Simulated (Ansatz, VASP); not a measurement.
# Br in VASP and in Ansatz

```
Br
1.0
     0.00000    2.91399    2.91399
     2.91399    0.00000    2.91399
     2.91399    2.91399    0.00000
Br
2
Direct
  0.87500 0.87500 0.87500
  0.12500 0.12500 0.12500
```

Change from the starting cell: volume scaled by 0.65, LAPW.

Alike in both runs: task single point; functional LDA; k mesh 11 × 11 × 11; occupations fermi-dirac, width 0.08 eV; no spin polarisation.

```csv
,VASP,Ansatz
version,VASP 6.6.1,Ansatz 0.2.0
potentials or method,"VASP PAW LDA potentials, release 64 (Br), cutoff 520 eV","all-electron LAPW, scalar-relativistic"
```

|  | VASP | Ansatz | Ansatz less VASP |
| --- | --- | --- | --- |
| pressure (GPa) | 25.1 | 24.9 | -0.18 |

LDA's correlation is that of Perdew and Zunger in VASP and of Perdew and Wang (1992) in Ansatz. Ansatz ran all-electron here, and VASP with PAW potentials.
